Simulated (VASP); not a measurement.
Runs of VASP 6.6.1 on GaAs. The structure is that of space group F-43m (No. 216), or close to it. The cells are those of the table. 

```tsv
task	cell	gap on the mesh (eV)	pressure (GPa)
electric field gradients	a = 4.018, b = 4.018, c = 3.998 Å, angles 60.2, 60.2, 59.7°, 2 atoms	0.24	-2.2
single point	a = 4.018, b = 4.018, c = 4.038 Å, angles 59.8, 59.8, 60.3°, 2 atoms	0.15	-2.9
single point	a = 3.938, b = 3.938, c = 3.998 Å, angles 59.5, 59.5, 61.0°, 2 atoms	0.44	0.6
electric field gradients	a = 3.958, b = 3.958, c = 3.918 Å, angles 60.3, 60.3, 59.3°, 2 atoms	0.60	1.4
single point	a = 4.038, b = 4.038, c = 3.998 Å, angles 60.3, 60.3, 59.3°, 2 atoms	0.14	-2.9
electric field gradients	a = 3.978, b = 3.978, c = 3.998 Å, angles 59.8, 59.8, 60.3°, 2 atoms	(b)	(a)
electric field gradients	a = 3.938, b = 3.938, c = 3.998 Å, angles 59.5, 59.5, 61.0°, 2 atoms	0.44	0.6
single point	a = 3.958, b = 3.958, c = 3.918 Å, angles 60.3, 60.3, 59.3°, 2 atoms	0.60	1.4
```

Alike in all rows: level LDA; potentials or basis VASP PAW LDA potentials, release 64 (Ga_d, As); no spin polarisation; k mesh 11 × 11 × 11; cutoff (eV) 520; smearing fermi-dirac 0.05 eV.

**Question.** Fill in the values left out.

**Answer.** (a) -0.9; (b) 0.37.

Caveats: an odd mesh through Γ misses points on the zone boundary, where band edges can lie (at least some runs).

A k mesh can miss the band edges, and the runs leave out spin-orbit coupling on As, Ga.
